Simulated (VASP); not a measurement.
Wanted: the native input for a VASP 6.6.1 run.

```yaml
Task: single point
Functional: PBE
Potentials_or_basis: VASP PAW PBE potentials, release 64 (B, N, H)
Cutoff: 520 eV
k_mesh: 1 × 1 × 1, shifted
Occupations: fermi-dirac, width 0.01 eV
Spin: no spin polarisation
Dipole_correction: no
Further_INCAR_settings: LREAL = Auto; ALGO = Normal; EDIFF = 1e-06; NBANDS = 95; ISYM = -1
```

The structure of B17HN18 (a cell with a defect) lies in POSCAR:

```
B17HN18
1.0
    7.4650312800      0.0000000000      0.0000000000
   -3.7325156400      6.4649067300      0.0000000000
    0.0000000000      0.0000000000      6.4954828800
B N H
17 18 1
Direct
    0.1140532651      0.2216554682      0.2507647365
    0.2184761207      0.1088459880      0.7360294064
    0.1139121827      0.5548965536      0.2527749493
    0.2228206555      0.4421236747      0.7599638783
    0.1138497535      0.8882741421      0.2494897599
    0.2187596500      0.7769814072      0.7546427677
    0.4474040583      0.2218188943      0.2493534206
    0.5512587155      0.1099368025      0.7441743377
    0.4475049017      0.5548218140      0.2523595452
    0.4473606569      0.8882771882      0.2516329031
    0.5579993866      0.7820318332      0.7648381779
    0.7805405717      0.2216776152      0.2505757342
    0.8876473405      0.1161877339      0.7544594431
    0.7802988748      0.5548652588      0.2518644222
    0.8803335101      0.4434290692      0.7539079982
    0.7805341811      0.8881512599      0.2517980515
    0.8855341709      0.7820639333      0.7521741416
    0.1097163651      0.2221299901      0.7494520026
    0.2245973308      0.1108742482      0.2476846501
    0.1089295749      0.5556163486      0.7592149908
    0.2246544802      0.4441301826      0.2539631865
    0.1080455687      0.8876085465      0.7480556496
    0.2246857432      0.7775450646      0.2518156262
    0.4341317543      0.2082832712      0.7161789390
    0.5580726037      0.1108336920      0.2483240672
    0.4403070002      0.5677556113      0.7823816185
    0.5580212991      0.4441003237      0.2521009258
    0.4408255038      0.8877902413      0.7575154061
    0.5580883311      0.7775885283      0.2545779138
    0.7737429675      0.2231485406      0.7524323901
    0.8913546434      0.1109053744      0.2513979231
    0.7878231322      0.5685911459      0.7383091927
    0.8913486992      0.4442284202      0.2513526920
    0.7786105573      0.8958967557      0.7601603478
    0.8913316700      0.7776188041      0.2502553192
    0.5152110597      0.3648888344      0.6940234849
```

The input as run:

INCAR

```
PREC = Accurate
ENCUT = 520
EDIFF = 1E-6
ISMEAR = -1
SIGMA = 0.01
LREAL = Auto
LASPH = T
NELM = 120
ALGO = Normal
ISIF = 2
LWAVE = F
LCHARG = T
GGA = PE
LELF = T
LVHAR = T
NBANDS = 95
GGA_COMPAT = F
ISYM = -1
```

KPOINTS

```
explicit points
1
Reciprocal
  0.25000000   0.25000000   0.25000000 1
```

Potentials or basis: VASP PAW PBE potentials, release 64 (B, N, H).

Command:

```bash
$ cat potpaw_PBE.64/B/POTCAR potpaw_PBE.64/N/POTCAR potpaw_PBE.64/H/POTCAR > POTCAR
$ mpirun -np 1 vasp_std > vasp.out
```

It gave:

```
Pressure      : 9.5 GPa
Largest force : 0.043 eV/Å
```

Run time: 2.2 min on 1 thread of Intel Xeon 8259CL, on a shared host, peak memory 0.38 GiB.
